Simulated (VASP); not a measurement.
# Sc2GaSbAs2 (P6/mmm) in VASP: further runs

Sc2GaSbAs2 is run at these levels: PBE; tasks: relaxation of cell and atoms, single point.

Program: VASP 6.6.1. These are calculated values, not measurements. Logs are shortened: lines on timing, memory, paths and dates and some standing lists are left out, and cuts for length are marked.

**1. The cell of the first run**

The structure is hexagonal, space group P6/mmm (No. 191). Conventional cell: a = 4.350 Å, b = 4.350 Å, c = 8.740 Å, α = 90.00°, β = 90.00°, γ = 120.00°. Within 2.7 Å of Sc (site symmetry 6mm) lie 1 Sb at 2.04 Å and 1 Ga at 2.33 Å. Ga (site symmetry 6/mmm) has 2 Sc at 2.33 Å within 3.1 Å. Sb (site symmetry 6/mmm) has 2 Sc at 2.04 Å and 6 As at 2.51 Å within 2.7 Å. As (site symmetry -6m2) has 3 Sb at 2.51 Å and 3 As at 2.51 Å and 6 Sc at 3.24 Å within 3.3 Å.

The cell was generated, and may not be a known phase.

**2. Relaxation of cell and atoms, PBE**

INCAR

```
PREC = Accurate
ENCUT = 600
EDIFF = 1E-6
ISMEAR = 0
SIGMA = 0.1
LREAL = F
LASPH = T
NELM = 80
ALGO = Normal
ISIF = 3
LWAVE = F
LCHARG = F
GGA = PE
IBRION = 2
NSW = 90
EDIFFG = -0.04
```

KPOINTS

```
Automatic mesh
0
Gamma
  6 6 2
```

POSCAR

```
Sc2GaSbAs2
1.0
    4.3499687000      0.0000000000      0.0000000000
   -2.1749843500      3.7671834000      0.0000000000
    0.0000000000      0.0000000000      8.7403852500
Sc Ga Sb As
2 1 1 2
Direct
    0.0000000000      0.0000000000      0.2661293600
    0.0000000000      0.0000000000      0.7338706400
    0.0000000000      0.0000000000      0.0000000000
    0.0000000000      0.0000000000      0.5000000000
    0.3333333300      0.6666666700      0.5000000000
    0.6666666700      0.3333333300      0.5000000000
```

Potentials or basis: VASP PAW PBE potentials, release 64 (Sc_sv, Ga_d, Sb, As).

Run with:

```sh
$ cat potpaw_PBE.64/Sc_sv/POTCAR potpaw_PBE.64/Ga_d/POTCAR potpaw_PBE.64/Sb/POTCAR potpaw_PBE.64/As/POTCAR > POTCAR
$ mpirun -np 1 vasp_std > vasp.out
```

OUTCAR:

```text
PREC = Accurate
   ENCUT = 600
   EDIFF = 1E-6
   ISMEAR = 0
   LREAL = F
   LASPH = T
   NELM = 80
   ISIF = 3
   GGA = PE
   IBRION = 2
   NSW = 90
   EDIFFG = -0.04

 ion  position               nearest neighbor table
   1  0.000  0.000  0.266-   4 2.04   3 2.33
   2  0.000  0.000  0.734-   4 2.04   3 2.33
   3  0.000  0.000  0.000-   1 2.33   2 2.33
   4  0.000  0.000  0.500-   1 2.04   2 2.04   5 2.51   6 2.51   6 2.51   5 2.51   6 2.51   5 2.51

   5  0.333  0.667  0.500-   4 2.51   6 2.51   6 2.51   4 2.51   4 2.51   6 2.51
   6  0.667  0.333  0.500-   5 2.51   4 2.51   5 2.51   4 2.51   4 2.51   5 2.51

  LATTYP: Found a hexagonal cell.
 ALAT       =     4.3499687000
 C/A-ratio  =     2.0092984232

  Lattice vectors:

 A1 = (   4.3499687000,   0.0000000000,   0.0000000000)
 A2 = (  -2.1749843500,   3.7671834000,   0.0000000000)
 A3 = (   0.0000000000,   0.0000000000,   8.7403852500)

Analysis of symmetry for initial positions (statically):
=====================================================================
 Subroutine PRICEL returns:
 Original cell was already a primitive cell.

 Routine SETGRP: Setting up the symmetry group for a
 hexagonal supercell.

 Subroutine GETGRP returns: Found 24 space group operations
 (whereof 24 operations were pure point group operations)
 out of a pool of 24 trial point group operations.

The static configuration has the point symmetry D_6h.

Analysis of symmetry for dynamics (positions and initial velocities):
=====================================================================
 Subroutine PRICEL returns:
 Original cell was already a primitive cell.

 Routine SETGRP: Setting up the symmetry group for a
 hexagonal supercell.

 Subroutine GETGRP returns: Found 24 space group operations
 (whereof 24 operations were pure point group operations)
 out of a pool of 24 trial point group operations.

The dynamic configuration has the point symmetry D_6h.

 Subroutine INISYM returns: Found 24 space group operations
 (whereof 24 operations are pure point group operations),
 and found     1 'primitive' translations

----------------------------------------------------------------------------------------

                                     Primitive cell

  volume of cell :     143.2298

  direct lattice vectors                    reciprocal lattice vectors
     4.349968700  0.000000000  0.000000000     0.229886712  0.132725155  0.000000000
    -2.174984350  3.767183400  0.000000000     0.000000000  0.265450310  0.000000000
     0.000000000  0.000000000  8.740385250     0.000000000  0.000000000  0.114411433

  length of vectors
     4.349968700  4.349968700  8.740385250     0.265450310  0.265450310  0.114411433

  position of ions in fractional coordinates (direct lattice)
     0.000000000  0.000000000  0.266129360
     0.000000000  0.000000000  0.733870640
     0.000000000  0.000000000  0.000000000
     0.000000000  0.000000000  0.500000000
     0.333333330  0.666666670  0.500000000
     0.666666670  0.333333330  0.500000000

  ion indices of the primitive-cell ions
   primitive index   ion index
                 1           1
                 2           2
                 3           3
                 4           4
                 5           5
                 6           6

----------------------------------------------------------------------------------------

 KPOINTS: Automatic mesh

Automatic generation of k-mesh.
 Grid dimensions read from file:
 generate k-points for:    6    6    2

 Generating k-lattice:

  Cartesian coordinates                     Fractional coordinates (reciprocal lattice)
     0.038314452  0.022120859  0.000000000     0.166666667  0.000000000  0.000000000
     0.000000000  0.044241718  0.000000000     0.000000000  0.166666667  0.000000000
     0.000000000  0.000000000  0.057205716     0.000000000  0.000000000  0.500000000

  Length of vectors
     0.044241718  0.044241718  0.057205716

  Shift w.r.t. Gamma in fractional coordinates (k-lattice)
     0.000000000  0.000000000  0.000000000

 Subroutine IBZKPT returns following result:
 ===========================================

 Found     14 irreducible k-points:

 Following reciprocal coordinates:
            Coordinates               Weight
  0.000000  0.000000  0.000000      1.000000
  0.166667  0.000000  0.000000      6.000000
  0.333333  0.000000  0.000000      6.000000
  0.500000  0.000000  0.000000      3.000000
  0.166667  0.166667  0.000000      6.000000
  0.333333  0.166667  0.000000     12.000000
  0.333333  0.333333  0.000000      2.000000
  0.000000  0.000000  0.500000      1.000000
  0.166667  0.000000  0.500000      6.000000
  0.333333  0.000000  0.500000      6.000000
  0.500000  0.000000  0.500000      3.000000
  0.166667  0.166667  0.500000      6.000000
  0.333333  0.166667  0.500000     12.000000
  0.333333  0.333333  0.500000      2.000000
   k-points           NKPTS =     14   k-points in BZ     NKDIM =     14   number of bands    NBANDS=     30
   number of dos      NEDOS =    301   number of ions     NIONS =      6
   total plane-waves  NPLWV =  90720
   dimension x,y,z NGX =    36 NGY =   36 NGZ =   70
   dimension x,y,z NGXF=    72 NGYF=   72 NGZF=  140
   ions per type =               2   1   1   2
   NGX,Y,Z   is equivalent  to a cutoff of  13.76, 13.76, 13.31 a.u.
   NGXF,Y,Z  is equivalent  to a cutoff of  27.52, 27.52, 26.63 a.u.
 SYSTEM =  unknown system
   PREC   = accura    normal or accurate (medium, high low for compatibility)
   ISTART =      0    job   : 0-new  1-cont  2-samecut
   ICHARG =      2    charge: 1-file 2-atom 10-const
   ISPIN  =      1    spin polarized calculation?
   LNONCOLLINEAR =      F non collinear calculations
   LSORBIT =      F    spin-orbit coupling
   LASPH  =      T    aspherical Exc in radial PAW
   ENCUT  =  600.0 eV  44.10 Ry    6.64 a.u.   8.69  8.69 17.46*2*pi/ulx,y,z
   NELM   =     80;   NELMIN=  2; NELMDL= -5     # of ELM steps
   EDIFF  = 0.1E-05   stopping-criterion for ELM
   LREAL  =      F    real-space projection
   EDIFFG = -.4E-01   stopping-criterion for IOM
   NSW    =     90    number of steps for IOM
   IBRION =      2    ionic relax: 0-MD 1-quasi-New 2-CG
   NFREE  =      1    steps in history (QN), initial steepest desc. (CG)
   ISIF   =      3    stress and relaxation
   ISYM   =      2    0-nonsym 1-usesym 2-fastsym
   POTIM  = 0.5000    time-step for ionic-motion
   TEBEG  =    0.0;   TEEND  =   0.0 temperature during run
   PSTRESS=    0.0 pullay stress
   NELECT =      50.0000    total number of electrons
   NUPDOWN=      -1.0000    fix difference up-down
   EMIN   =  10.00;   EMAX   =-10.00  energy-range for DOS
   EFERMI =   0.00;   METHOD = LEGACY
   ISMEAR =     0;   SIGMA  =   0.10  broadening in eV -4-tet -1-fermi 0-gaus
   EFERMI_NEDOS =   21; number of points for ismear=-14 and -15
   IALGO  =     38    algorithm
   IMIX   =      4    mixing-type and parameters
     AMIX     =   0.40;   BMIX     =  1.00
     AMIX_MAG =   1.60;   BMIX_MAG =  1.00
  volume/ion in A,a.u.               =      23.87       161.09
  Fermi-wavevector in a.u.,A,eV,Ry     =   1.152711  2.178307 18.078633  1.328742
  Thomas-Fermi vector in A             =   2.289360
   LORBIT       =      0    0 simple, 1 ext, 2 COOP (PROOUT), +10 PAW based schemes
   GGA     = PE    functional components
   LHFCALC =     F    Hartree Fock is set to
   AEXX    =    0.0000 exact exchange contribution
   IVDW    =     0    specifies the selected vdW correction
   LEPSILON=     F    determine dielectric tensor
   LRPA    =     F    only Hartree local field effects (RPA)
 conjugate gradient relaxation of ions
 non-spin polarized calculation
 Gauss-broadening in eV      SIGMA  =   0.10
  energy-cutoff  :      600.00
  volume of cell :      143.23
 maximum number of plane-waves:      4795
 NGX is ok and might be reduce to    36
   NGX = 17   NGY = 17   NGZ = 35

--------------------------------------- Ionic step        1  -------------------------------------------

 number of electron      49.9999985 magnetization

 Free energy of the ion-electron system (eV)
  ---------------------------------------------------
  ext. energy  EPLUGINS =         0.00000000
  ---------------------------------------------------
  free energy    TOTEN  =       -11.54793997 eV

  energy without entropy =      -11.52074542  energy(sigma->0) =      -11.53434270

 E-fermi :   5.3163     XC(G=0):  -9.3905

 val. band max:        5.2827880062   @ k =   0.1667   0.1667   0.5000
 cond. band min:       5.3368949659   @ k =   0.1667   0.1667   0.0000
 fundamental gap:      0.0541069598
 Fermi energy:         5.3163324362

 k-point     1 :       0.0000    0.0000    0.0000
  band No.  band energies     occupation
      1     -44.4333      2.00000
      2     -44.3898      2.00000
      3     -23.6437      2.00000
      4     -23.5564      2.00000
      5     -23.1059      2.00000
      6     -23.1059      2.00000
[... 564 lines left out ...]
  FREE ENERGIE OF THE ION-ELECTRON SYSTEM (eV)
  ---------------------------------------------------
  free  energy   TOTEN  =       -20.0333554740 eV

  energy  without entropy=      -19.9459942253  energy(sigma->0) =      -19.98967485

[... ionic steps 4 to 12 ...]

--------------------------------------- Ionic step       13  -------------------------------------------

 number of electron      50.0000040 magnetization

------------------------ aborting loop because EDIFF is reached ----------------------------------------

  FORCE on cell =-STRESS in cart. coord.  units (eV):
  Direction    XX          YY          ZZ          XY          YZ          ZX
  --------------------------------------------------------------------------------------
  -------------------------------------------------------------------------------------
  Total        0.0938048      0.0938048      0.8569955      0.0000000      0.0000000     -0.0000000
  in kB        0.6422862      0.6422862      5.8678919      0.0000000      0.0000000     -0.0000000
  external PRESSURE =       2.3841548 kB  Pullay stress =       0.0000000 kB
[... 65 lines left out ...]
  energy  without entropy=      -23.5060478320  energy(sigma->0) =      -23.53194906

--------------------------------------- Ionic step       15  -------------------------------------------

 number of electron      50.0000041 magnetization

 Free energy of the ion-electron system (eV)
  ---------------------------------------------------
  ext. energy  EPLUGINS =         0.00000000
  ---------------------------------------------------
  free energy    TOTEN  =       -23.55881471 eV

  energy without entropy =      -23.50686329  energy(sigma->0) =      -23.53283900

 E-fermi :   1.8203     XC(G=0):  -7.6130

 val. band max:        1.7910329758   @ k =   0.1667   0.0000   0.0000
 cond. band min:       1.8218176011   @ k =   0.0000   0.0000   0.5000
 fundamental gap:      0.0307846252
 Fermi energy:         1.8203011573

 k-point     1 :       0.0000    0.0000    0.0000
  band No.  band energies     occupation
      1     -49.1485      2.00000
      2     -49.1484      2.00000
      3     -27.8799      2.00000
      4     -27.8799      2.00000
      5     -27.8797      2.00000
      6     -27.8797      2.00000
[... 484 lines left out ...]
  FREE ENERGIE OF THE ION-ELECTRON SYSTEM (eV)
  ---------------------------------------------------
  free  energy   TOTEN  =       -23.5588147059 eV

  energy  without entropy=      -23.5068632922  energy(sigma->0) =      -23.53283900

 reached required accuracy - stopping structural energy minimisation
```

Run time: 20 min. Hardware: 1 thread of Intel Xeon 8259CL, shared host; peak memory 0.37 GiB.

What came out:

```yaml
Free_energy: -23.5588 eV
Relaxed_volume: 39.22 Å³/atom
Relaxed_cell: a = 4.970 Å, b = 4.970 Å, c = 10.999 Å, α = 90.00°, β = 90.00°, γ = 120.00°
Space_group_after_relaxing_to_0.1_Å: P6/mmm (No. 191)
Energy_gained_by_relaxing: 2001.8 meV/atom
Ionic_steps: 15
Pressure_after_relaxing: 0.0 GPa
Band_gap_on_the_k_mesh: zero (bands 25 and 26 overlap by 0.28 eV)
```

Forces on the atoms (eV/Å):
```
Sc   0.000  0.000  0.002
Sc   0.000  0.000 -0.002
Ga   0.000  0.000  0.000
Sb   0.000  0.000  0.000
As   0.000  0.000  0.000
As   0.000  0.000  0.000
```

The path:
| step | energy change (eV) | largest force (eV/Å) | pressure (GPa) | volume (Å³) |
| --- | --- | --- | --- | --- |
| 1 | 0.0000 | 14.5252 | 51.04 | 143.23 |
| 2 | -7.9883 | 0.2233 | -3.52 | 353.94 |
| 3 | -8.4854 | 0.5214 | -3.30 | 331.34 |
| 4 | -8.9055 | 0.8303 | -3.04 | 312.61 |
| 5 | -10.5830 | 3.1671 | 3.01 | 218.35 |
| 6 | -11.2648 | 1.5843 | -1.09 | 241.15 |
| 7 | -11.2989 | 1.3092 | -1.87 | 247.85 |
| 8 | -11.7442 | 1.1265 | -1.15 | 239.98 |
| 9 | -11.9588 | 0.1708 | 0.89 | 229.62 |
| 10 | -11.9687 | 0.5021 | 0.29 | 231.89 |
| 11 | -11.9702 | 0.4137 | 0.45 | 231.21 |
| 12 | -12.0069 | 0.0106 | 0.27 | 233.44 |
| 13 | -12.0084 | 0.0852 | 0.24 | 234.00 |
| 14 | -12.0099 | 0.0528 | -0.17 | 236.15 |
| 15 | -12.0109 | 0.0021 | -0.02 | 235.31 |

Final structure:
```xyz
6
Lattice="4.9703 0.0000 0.0000 -2.4851 4.3044 0.0000 0.0000 0.0000 10.9989" Properties=species:S:1:pos:R:3 pbc="T T T"
Sc    2.4851    4.3044    2.7867
Sc    0.0000    0.0000    8.2122
Ga    4.9703    0.0000    0.0000
Sb    4.9703    0.0000    5.4995
As    0.0000    2.8696    5.4995
As    2.4851    1.4348    5.4995
```

Levels at points of the mesh, in eV from the Fermi level:
```
           k point  band 22  band 23  band 24  band 25  band 26  band 27  band 28  band 29
(0.00, 0.00, 0.00)    -3.65    -1.14    -0.82    -0.75     0.53     0.53     0.65     0.72
(0.50, 0.00, 0.00)    -0.68    -0.22    -0.13    -0.05     0.24     0.37     0.54     0.64
(0.00, 0.00, 0.50)    -3.65    -1.65    -0.92     0.00     0.42     0.42     0.52     0.52
(0.50, 0.00, 0.50)    -0.85    -0.57    -0.41    -0.06     0.26     0.50     0.72     0.83
```

Caveat: the volume moved by over 15 % at a fixed basis, so the end points are rough; semilocal functionals underestimate gaps, and a narrow one can read as zero; spin-orbit coupling is left out, which moves the levels of the heavy elements.

(Continued in part 2 of 2.)

The gap in the log of VASP goes by the Fermi energy; the results here count the filled bands.